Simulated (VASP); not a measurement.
# WS2 (R3m) in VASP: notebook

The runs below take WS2 through single point, with PBE.

Everything below comes from runs of VASP 6.6.1. Logs are shortened: lines on timing, memory, paths and dates and some standing lists are left out, and cuts for length are marked.

## (1) The cell of the first run

It takes space group R3m (No. 160, trigonal). The conventional cell has a = 3.023 Å, b = 3.023 Å, c = 16.136 Å, α = 90.00°, β = 90.00°, γ = 120.00°. W (site symmetry 3m) has 6 S at 2.35 to 2.36 Å and 6 W at 3.02 Å within 3.1 Å. S (site symmetry 3m) has 3 W at 2.36 Å and 10 S at 2.83 to 3.16 Å within 3.2 Å. S (site symmetry 3m) has 3 W at 2.35 Å and 10 S at 2.83 to 3.16 Å within 3.2 Å.

## (2) Single point, PBE

INCAR reads:

```
PREC = Accurate
ENCUT = 520
EDIFF = 1E-7
ISMEAR = 0
SIGMA = 0.02
LREAL = False
LASPH = True
NELM = 60
ALGO = Normal
ISIF = 2
LWAVE = False
LCHARG = False
GGA = PE
NBANDS = 20
```

KPOINTS reads:

```
regular mesh
0
Gamma
  12 12 12
```

POSCAR reads:

```
WS2
1.0
    1.5116429453      0.8727474614      5.3785178993
   -1.5116429453      0.8727474614      5.3785178993
    0.0000000000     -1.7454949228      5.3785178993
W S
1 2
Direct
    0.0004825710      0.0004825710      0.0004825710
    0.4318883862      0.4318883862      0.4318883862
    0.2363290429      0.2363290429      0.2363290429
```

Potentials or basis: VASP PAW PBE potentials, release 64 (W_sv, S).

The run is started by

```
$ cat potpaw_PBE.64/W_sv/POTCAR potpaw_PBE.64/S/POTCAR > POTCAR
$ mpirun -np 1 vasp_std > vasp.out
```

OUTCAR:

```text
PREC = Accurate
   ENCUT = 520
   EDIFF = 1E-7
   ISMEAR = 0
   LREAL = False
   LASPH = True
   NELM = 60
   ISIF = 2
   GGA = PE

 ion  position               nearest neighbor table
   1  0.000  0.000  0.000-   3 2.35   3 2.35   3 2.35   2 2.36   2 2.36   2 2.36
   2  0.432  0.432  0.432-   1 2.36   1 2.36   1 2.36
   3  0.236  0.236  0.236-   1 2.35   1 2.35   1 2.35

  LATTYP: Found a trigonal (rhomboedric) cell.
 ALAT       =     5.6546624407
 COS(alpha) =     0.8570727394

  Lattice vectors:

 A1 = (   1.5116429453,   0.8727474614,   5.3785178993)
 A2 = (  -1.5116429453,   0.8727474614,   5.3785178993)
 A3 = (   0.0000000000,  -1.7454949228,   5.3785178993)

Analysis of symmetry for initial positions (statically):
=====================================================================
 Subroutine PRICEL returns:
 Original cell was already a primitive cell.

 Routine SETGRP: Setting up the symmetry group for a
 trigonal (rhombohedral) supercell.

 Subroutine GETGRP returns: Found  6 space group operations
 (whereof  6 operations were pure point group operations)
 out of a pool of 12 trial point group operations.

The static configuration has the point symmetry C_3v.

Analysis of symmetry for dynamics (positions and initial velocities):
=====================================================================
 Subroutine PRICEL returns:
 Original cell was already a primitive cell.

 Routine SETGRP: Setting up the symmetry group for a
 trigonal (rhombohedral) supercell.

 Subroutine GETGRP returns: Found  6 space group operations
 (whereof  6 operations were pure point group operations)
 out of a pool of 12 trial point group operations.

The dynamic configuration has the point symmetry C_3v.

 Subroutine INISYM returns: Found  6 space group operations
 (whereof  6 operations are pure point group operations),
 and found     1 'primitive' translations

----------------------------------------------------------------------------------------

                                     Primitive cell

  volume of cell :      42.5747

  direct lattice vectors                    reciprocal lattice vectors
     1.511642945  0.872747461  5.378517899     0.330765940  0.190967805  0.061974942
    -1.511642945  0.872747461  5.378517899    -0.330765940  0.190967805  0.061974942
     0.000000000 -1.745494923  5.378517899     0.000000000 -0.381935609  0.061974942
[... 77 lines left out ...]
   PREC   = accura    normal or accurate (medium, high low for compatibility)
   ISTART =      0    job   : 0-new  1-cont  2-samecut
   ICHARG =      2    charge: 1-file 2-atom 10-const
   ISPIN  =      1    spin polarized calculation?
   LNONCOLLINEAR =      F non collinear calculations
   LSORBIT =      F    spin-orbit coupling
   LASPH  =      T    aspherical Exc in radial PAW
   ENCUT  =  520.0 eV  38.22 Ry    6.18 a.u.  10.51 10.51 10.51*2*pi/ulx,y,z
   NELM   =     60;   NELMIN=  2; NELMDL= -5     # of ELM steps
   EDIFF  = 0.1E-06   stopping-criterion for ELM
   LREAL  =      F    real-space projection
   EDIFFG = 0.1E-05   stopping-criterion for IOM
   NSW    =      0    number of steps for IOM
   IBRION =     -1    ionic relax: 0-MD 1-quasi-New 2-CG
   NFREE  =      0    steps in history (QN), initial steepest desc. (CG)
   ISIF   =      2    stress and relaxation
   ISYM   =      2    0-nonsym 1-usesym 2-fastsym
   POTIM  = 0.5000    time-step for ionic-motion
   TEBEG  =    0.0;   TEEND  =   0.0 temperature during run
   PSTRESS=    0.0 pullay stress
   NELECT =      26.0000    total number of electrons
   NUPDOWN=      -1.0000    fix difference up-down
   EMIN   =  10.00;   EMAX   =-10.00  energy-range for DOS
   EFERMI =   0.00;   METHOD = LEGACY
   ISMEAR =     0;   SIGMA  =   0.02  broadening in eV -4-tet -1-fermi 0-gaus
   EFERMI_NEDOS =   21; number of points for ismear=-14 and -15
   IALGO  =     38    algorithm
   IMIX   =      4    mixing-type and parameters
     AMIX     =   0.40;   BMIX     =  1.00
     AMIX_MAG =   1.60;   BMIX_MAG =  1.00
  volume/ion in A,a.u.               =      14.19        95.77
  Fermi-wavevector in a.u.,A,eV,Ry     =   1.388935  2.624707 26.247565  1.929142
  Thomas-Fermi vector in A             =   2.513014
   LORBIT       =      0    0 simple, 1 ext, 2 COOP (PROOUT), +10 PAW based schemes
   GGA     = PE    functional components
   LHFCALC =     F    Hartree Fock is set to
   AEXX    =    0.0000 exact exchange contribution
   IVDW    =     0    specifies the selected vdW correction
   LEPSILON=     F    determine dielectric tensor
   LRPA    =     F    only Hartree local field effects (RPA)
 non-spin polarized calculation
 Gauss-broadening in eV      SIGMA  =   0.02
  energy-cutoff  :      520.00
  volume of cell :       42.57
 maximum number of plane-waves:      1179
   NGX = 21   NGY = 21   NGZ = 21

 number of electron      26.0000001 magnetization

 Free energy of the ion-electron system (eV)
  ---------------------------------------------------
  ext. energy  EPLUGINS =         0.00000000
  ---------------------------------------------------
  free energy    TOTEN  =       -22.73256153 eV

  energy without entropy =      -22.73256153  energy(sigma->0) =      -22.73256153

 E-fermi :  11.3816     XC(G=0): -12.3477

 val. band max:       11.3192126337   @ k =   0.5000   0.5000   0.5000
 cond. band min:      11.4493612831   @ k =  -0.1667   0.1667   0.0000
 fundamental gap:      0.1301486495
 Fermi energy:        11.3816349440

 k-point     1 :       0.0000    0.0000    0.0000
  band No.  band energies     occupation
      1     -63.7781      2.00000
      2     -28.1845      2.00000
      3     -27.8320      2.00000
      4     -27.8320      2.00000
      5      -6.3296      2.00000
      6      -3.0230      2.00000
[... 541 lines left out ...]
     19      18.5070      0.00000
     20      19.7623      0.00000

 [... further k-points ...]
[... 5 lines left out ...]
  --------------------------------------------------------------------------------------
  -------------------------------------------------------------------------------------
  Total        7.9716604      7.9716604      7.9736226      0.0000000      0.0000000      0.0000000
  in kB      299.9906295    299.9906295    300.0644713      0.0000000      0.0000000      0.0000000
  external PRESSURE =     300.0152434 kB  Pullay stress =       0.0000000 kB

 VOLUME and BASIS-vectors are now :
 -----------------------------------------------------------------------------
  energy-cutoff  :      520.00
  volume of cell :       42.57
      direct lattice vectors                 reciprocal lattice vectors
     1.511642945  0.872747461  5.378517899     0.330765940  0.190967805  0.061974942
    -1.511642945  0.872747461  5.378517899    -0.330765940  0.190967805  0.061974942
     0.000000000 -1.745494923  5.378517899     0.000000000 -0.381935609  0.061974942

 POSITION                                       TOTAL-FORCE (eV/Angst)
 -----------------------------------------------------------------------------------
      0.00000      0.00000      0.00779         0.000000      0.000000      0.002169
      0.00000      0.00000      6.96876         0.000000     -0.000000     -0.003935
      0.00000      0.00000      3.81330         0.000000      0.000000      0.001767
 -----------------------------------------------------------------------------------
    total drift:                                0.000000     -0.000000     -0.000018

  FREE ENERGIE OF THE ION-ELECTRON SYSTEM (eV)
  ---------------------------------------------------
  free  energy   TOTEN  =       -22.7325615259 eV

  energy  without entropy=      -22.7325615251  energy(sigma->0) =      -22.73256153
```

Run time: 3.8 min. Hardware: 1 thread of AMD EPYC 9R45 (Zen 5), shared host; peak memory 0.32 GiB.

Results:

```
Free energy            : -22.7326 eV
Pressure               : 30.0 GPa
Largest force          : 0.004 eV/Å
Band gap on the k mesh : 0.13 eV (least direct gap 1.42 eV)
```

Forces on the atoms (eV/Å):
```
W    0.000  0.000  0.002
S    0.000  0.000 -0.004
S    0.000  0.000  0.002
```

Caveat: the cell stands under pressure; spin-orbit coupling is left out, which moves the levels of the heavy elements. A k mesh can miss the band edges.

## (3) Single point, PBE

This run uses another cell than the first one, of 15.51 Å³/atom.

INCAR reads:

```
PREC = Accurate ; ENCUT = 520
EDIFF = 1E-6 ; ISMEAR = 0
SIGMA = 0.02 ; LREAL = F
LASPH = T ; NELM = 100
ALGO = Normal ; ISIF = 2
LWAVE = F ; LCHARG = F
GGA = PE ; NBANDS = 20
```

KPOINTS reads:

```
Automatic mesh
0
Gamma
  12 12 12
```

POSCAR reads:

```
WS2
1.0
    1.5465325963      0.8928910108      5.6173162761
   -1.5465325963      0.8928910108      5.6173162761
    0.0000000000     -1.7857820215      5.6173162761
W S
1 2
Direct
    0.0005862065      0.0005862065      0.0005862065
    0.4275073151      0.4275073151      0.4275073151
    0.2406064785      0.2406064785      0.2406064785
```

Potentials or basis: VASP PAW PBE potentials, release 64 (W_sv, S).

The run is started by

```
$ cat potpaw_PBE.64/W_sv/POTCAR potpaw_PBE.64/S/POTCAR > POTCAR
$ mpirun -np 1 vasp_std > vasp.out
```

It took 5.7 min on 1 thread of AMD EPYC 9R45 (Zen 5), shared host; peak memory 0.4 GiB.

Results (log left out):

| Property | Result |
| --- | --- |
| Free energy | -23.2762 eV |
| Pressure | 15.0 GPa |
| Largest force | 0.006 eV/Å |
| Band gap on the k mesh | 0.52 eV (least direct gap 1.82 eV) |

Forces on the atoms (eV/Å):
```
W    0.000  0.000  0.002
S    0.000  0.000  0.004
S    0.000  0.000 -0.006
```

Levels at points of the mesh, in eV from the valence-band top:
| k point | band 11 | band 12 | band 13 | band 14 | band 15 | band 16 |
| --- | --- | --- | --- | --- | --- | --- |
| (0.00, 0.00, 0.00) | -2.65 | -1.94 | -1.01 | 1.79 | 1.79 | 2.35 |
| (0.50, 0.00, 0.00) | -2.93 | -2.24 | -1.94 | 2.26 | 2.27 | 3.15 |
| (0.50, 0.50, 0.00) | -3.96 | -2.60 | -2.01 | 2.15 | 2.46 | 3.06 |
| (0.50, 0.50, 0.50) | -2.52 | -2.52 | 0.00 | 1.82 | 1.82 | 2.17 |

Caveat: the cell stands under pressure; spin-orbit coupling is left out, which moves the levels of the heavy elements. A k mesh can miss the band edges.

## (4) Single point, PBE

This run uses another cell than the first one, of 15.51 Å³/atom.

INCAR reads:

```
SYSTEM = WS2
ALGO     = Normal         ! electronic algorithm
EDIFF    = 1E-6           ! SCF threshold, eV
ENCUT    = 520            ! plane-wave cutoff, eV
GGA      = PE             ! functional
ISIF     = 2              ! what is computed and relaxed
ISMEAR   = 0              ! smearing method
LASPH    = .TRUE.         ! aspherical terms in the spheres
LCHARG   = .FALSE.        ! write CHGCAR
LREAL    = .FALSE.        ! projectors in reciprocal space
LWAVE    = .FALSE.        ! write WAVECAR
NBANDS   = 20             ! bands
NELM     = 80             ! most SCF steps
PREC     = Accurate       ! precision mode
SIGMA    = 0.02           ! smearing width, eV
```

KPOINTS reads:

```
k-points
0
G
  12 12 12
  0 0 0
```

POSCAR is that of step 3.

Potentials or basis: VASP PAW PBE potentials, release 64 (W_sv, S).

The run is started by

```
$ cat potpaw_PBE.64/W_sv/POTCAR potpaw_PBE.64/S/POTCAR > POTCAR
$ mpirun -np 1 vasp_std > vasp.out
```

OUTCAR:

```text
SYSTEM = WS2
   EDIFF = 1E-6
   ENCUT = 520
   GGA = PE
   ISIF = 2
   ISMEAR = 0
   LASPH = .TRUE.
   LREAL = .FALSE.
   NELM = 80
   PREC = Accurate

 ion  position               nearest neighbor table
   1  0.001  0.001  0.001-   3 2.38   3 2.38   3 2.38   2 2.38   2 2.38   2 2.38
   2  0.428  0.428  0.428-   1 2.38   1 2.38   1 2.38
   3  0.241  0.241  0.241-   1 2.38   1 2.38   1 2.38

  LATTYP: Found a trigonal (rhomboedric) cell.
 ALAT       =     5.8943413181
 COS(alpha) =     0.8623178654

  Lattice vectors:

 A1 = (   1.5465325963,   0.8928910108,   5.6173162761)
 A2 = (  -1.5465325963,   0.8928910108,   5.6173162761)
 A3 = (   0.0000000000,  -1.7857820215,   5.6173162761)

Analysis of symmetry for initial positions (statically):
=====================================================================
 Subroutine PRICEL returns:
 Original cell was already a primitive cell.

 Routine SETGRP: Setting up the symmetry group for a
 trigonal (rhombohedral) supercell.

 Subroutine GETGRP returns: Found  6 space group operations
 (whereof  6 operations were pure point group operations)
 out of a pool of 12 trial point group operations.
[... 160 lines left out ...]
  ext. energy  EPLUGINS =         0.00000000
  ---------------------------------------------------
  free energy    TOTEN  =       -23.27618127 eV

  energy without entropy =      -23.27618127  energy(sigma->0) =      -23.27618127

 E-fermi :   9.9932     XC(G=0): -11.8153

 val. band max:        9.6932180075   @ k =   0.5000   0.5000   0.5000
 cond. band min:      10.2083524988   @ k =  -0.1667   0.1667   0.0000
 fundamental gap:      0.5151344913
 Fermi energy:         9.9931681877

 k-point     1 :       0.0000    0.0000    0.0000
  band No.  band energies     occupation
      1     -65.2270      2.00000
      2     -29.5519      2.00000
      3     -29.2980      2.00000
      4     -29.2980      2.00000
      5      -6.9646      2.00000
      6      -4.3081      2.00000
[... 541 lines left out ...]
     19      17.3617      0.00000
     20      17.9861      0.00000

 [... further k-points ...]
[... 5 lines left out ...]
  --------------------------------------------------------------------------------------
  -------------------------------------------------------------------------------------
  Total        4.3574608      4.3574608      4.3759554      0.0000000      0.0000000      0.0000000
  in kB      150.0052360    150.0052360    150.6419100      0.0000000      0.0000000      0.0000000
  external PRESSURE =     150.2174606 kB  Pullay stress =       0.0000000 kB

 VOLUME and BASIS-vectors are now :
 -----------------------------------------------------------------------------
  energy-cutoff  :      520.00
  volume of cell :       46.54
      direct lattice vectors                 reciprocal lattice vectors
     1.546532596  0.892891011  5.617316276     0.323303887  0.186659586  0.059340318
    -1.546532596  0.892891011  5.617316276    -0.323303887  0.186659586  0.059340318
     0.000000000 -1.785782021  5.617316276     0.000000000 -0.373319173  0.059340318

 POSITION                                       TOTAL-FORCE (eV/Angst)
 -----------------------------------------------------------------------------------
      0.00000      0.00000      0.00988         0.000000      0.000000      0.001513
      0.00000      0.00000      7.20433         0.000000      0.000000      0.004300
      0.00000      0.00000      4.05469         0.000000     -0.000000     -0.005813
 -----------------------------------------------------------------------------------
    total drift:                               -0.000000     -0.000000     -0.000078

  FREE ENERGIE OF THE ION-ELECTRON SYSTEM (eV)
  ---------------------------------------------------
  free  energy   TOTEN  =       -23.2761812740 eV

  energy  without entropy=      -23.2761812740  energy(sigma->0) =      -23.27618127
```

Wall time 5.9 min (1 thread of AMD EPYC 9R45 (Zen 5), shared host); peak memory 0.39 GiB.

What came out:

```
Free energy            : -23.2762 eV
Pressure               : 15.0 GPa
Largest force          : 0.006 eV/Å
Band gap on the k mesh : 0.52 eV (least direct gap 1.82 eV)
```

Forces on the atoms (eV/Å):
```
W    0.000  0.000  0.002
S    0.000  0.000  0.004
S    0.000  0.000 -0.006
```

Caveat: the cell stands under pressure; spin-orbit coupling is left out, which moves the levels of the heavy elements.
